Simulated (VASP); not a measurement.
Li4TmGe, 6 atoms in the cell. The structure is hexagonal, space group P6/mmm (No. 191). The conventional cell has a = 4.203 Å, b = 4.203 Å, c = 11.648 Å, α = 90.00°, β = 90.00°, γ = 120.00°. Li (site symmetry -6m2) has 3 Li at 2.43 Å and 3 Ge at 2.43 Å within 3.2 Å. Li (site symmetry 6mm) has 1 Ge at 2.48 Å and 1 Tm at 3.35 Å and 6 Li at 3.47 Å within 3.5 Å. Within 4.4 Å of Tm (site symmetry 6/mmm) lie 2 Li at 3.35 Å and 6 Tm at 4.20 Å. Within 3.2 Å of Ge (site symmetry 6/mmm) lie 8 Li at 2.43 to 2.48 Å. The cell was built from a structure type or drawn by symmetry, and may not be a known phase.

* Program: VASP 6.6.1
* Task: single point
* Functional: PBE
* Potentials or basis: VASP PAW PBE potentials, release 64 (Li_sv, Tm_3, Ge_d), 4f in core
* Cutoff: 750 eV
* k mesh: 5 × 5 × 2
* Occupations: gaussian, width 0.2 eV
* Spin: no spin polarisation
* Dipole correction: no
* Mended: yes
* Further INCAR settings: ALGO = Normal; EDIFF = 1e-06; NBANDS = 26

Potentials or basis: VASP PAW PBE potentials, release 64 (Li_sv, Tm_3, Ge_d), 4f in core.

Command:

```bash
$ cat potpaw_PBE.64/Li_sv/POTCAR potpaw_PBE.64/Tm_3/POTCAR potpaw_PBE.64/Ge_d/POTCAR > POTCAR
$ mpirun -np 1 vasp_std > vasp.out
```

Hardware: 1 thread of Intel(R) Xeon(R) 6975P-C (Granite Rapids), with other jobs on the host.

Question: Estimate the wall time of this run.

Answer: Wall time 2.2 min on 1 thread of Intel(R) Xeon(R) 6975P-C (Granite Rapids), on a shared host, peak memory 0.46 GiB. Counts: scf iterations 25, k points 10.
